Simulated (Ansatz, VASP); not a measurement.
## MgGaC4N4: VASP beside Ansatz

```
Mg Ga C N
1.0
     6.07090    0.00000    0.00000
    -2.13067    5.87606    0.00000
    -0.28734   -0.36921    7.09400
Mg Ga C N
1 1 4 4
Direct
  0.50206 0.49804 0.50010
  0.96557 0.03153 0.00009
  0.74316 0.83924 0.20601
  0.15624 0.25218 0.79363
  0.87949 0.75969 0.81723
  0.24641 0.12611 0.18353
  0.60549 0.75542 0.31634
  0.23746 0.38665 0.68232
  0.77982 0.62392 0.69792
  0.38431 0.22723 0.30282
```

Change from the starting cell: the structure that the rattled cell fell into.

Alike in both runs: task single point; functional PBE; k mesh 4 × 4 × 4; occupations gaussian, width 0.1 eV; no spin polarisation.

```csv
,VASP,Ansatz
version,VASP 6.6.1,Ansatz 0.2.0
potentials or method,"VASP PAW PBE potentials, release 64 (Mg, Ga_d, C, N), cutoff 520 eV","scalar-relativistic, plane waves, PAW"
valence electrons in the cell,51,59
```

|  | VASP | Ansatz | Ansatz less VASP |
| --- | --- | --- | --- |
| gap on the k mesh at the Fermi level (eV) | none | none | - |
| pressure (GPa) | 0.3 | 0.0 | -0.28 |
| traceless stress, the component that is largest in VASP (GPa) | -0.09 | 0.08 | +0.174 |
| rms of the force components (eV/Å) | 0.212 | 0.007 | -0.2048 |

Atom by atom the forces differ by 0.211 eV/Å (rms over components). A gap of «none» marks a metal or a gap that the smearing closes. One of these differences is far larger than is usual between the two programs; its cause wasn't traced. VASP's potentials hold 51 valence electrons a cell and Ansatz's 59, so a difference there can come from the potentials and not from the codes.

Noted on VASP's run: the standard files for N, O and F lose accuracy on very short bonds.
